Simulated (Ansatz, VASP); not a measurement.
One calculation of PC4, two programs

Contents of INCAR:

```
  PREC = Accurate
  ENCUT = 600
  EDIFF = 1E-6
  ISMEAR = 0
  SIGMA = 0.1
  LREAL = False
  LASPH = True
  NELM = 80
  ALGO = Normal
  ISIF = 3
  LWAVE = False
  LCHARG = False
  GGA = PE
  IBRION = 2
  NSW = 100
  EDIFFG = -0.01
```

The input KPOINTS:

```
Automatic mesh
0
Gamma
  12 12 12
```

File POSCAR:

```
PC4
1.0
   -2.1775283181      2.1775283181      2.1775283181
    2.1775283181     -2.1775283181      2.1775283181
    2.1775283181      2.1775283181     -2.1775283181
P C
1 4
Direct
    0.0000000000      0.0000000000      0.0000000000
    0.0000000000      0.0000000000      0.5000000000
    0.5000000000      0.0000000000      0.0000000000
    0.5000000000      0.5000000000      0.5000000000
    0.0000000000      0.5000000000      0.0000000000
```

Input for Ansatz:

```yaml
crystal:
  lattice:
    - [-2.1775283181, 2.1775283181, 2.1775283181]
    - [2.1775283181, -2.1775283181, 2.1775283181]
    - [2.1775283181, 2.1775283181, -2.1775283181]
  atoms:
    - { symbol: P, position: [0.0, 0.0, 0.0] }
    - { symbol: C, position: [0.0, 0.0, 0.5] }
    - { symbol: C, position: [0.5, 0.0, 0.0] }
    - { symbol: C, position: [0.5, 0.5, 0.5] }
    - { symbol: C, position: [0.0, 0.5, 0.0] }
basis:
  ecutwfc: 420
kpoints:
  mp_grid: { grid: [12, 12, 12] }
hamiltonian:
  xc: pbe
scf:
  occupations: { method: gaussian, width: 0.1 }
output:
  forces: true
  stress: true
  eigenvalues: true
  write_density: true
  write_potential: true
  elf: true
  volumetric_format: npy
relax:
  adjacent_minimum: "off"
  f_tol: 0.01
  max_steps: 80
  cell: { stress_tol: 0.05 }
```

Change from the starting cell: species swapped into the NiHg4 type (Im-3m, No. 229).

Alike in both runs: task relaxation of cell and atoms; functional PBE; k mesh 12 × 12 × 12; occupations gaussian, width 0.1 eV; no spin polarisation.

```csv
,VASP,Ansatz
version,VASP 6.6.1,Ansatz 0.2.0
potentials or method,"VASP PAW PBE potentials, release 64 (P, C), cutoff 600 eV","scalar-relativistic, plane waves, PAW"
valence electrons in the cell,21,21
```

|  | VASP | Ansatz | Ansatz less VASP |
| --- | --- | --- | --- |
| gap on the k mesh at the Fermi level, each at its own relaxed structure (eV) | none | none | - |
| relaxed volume (Å³/atom) | 8.26 | 8.29 | +0.026 |
| relaxed cell length with the largest relative difference (Å) | 3.772 | 3.776 | +0.0039 |

A gap of «none» marks a metal or a gap that the smearing closes.

Noted on VASP's run: the relaxation stopped at its first step, so nothing moved.
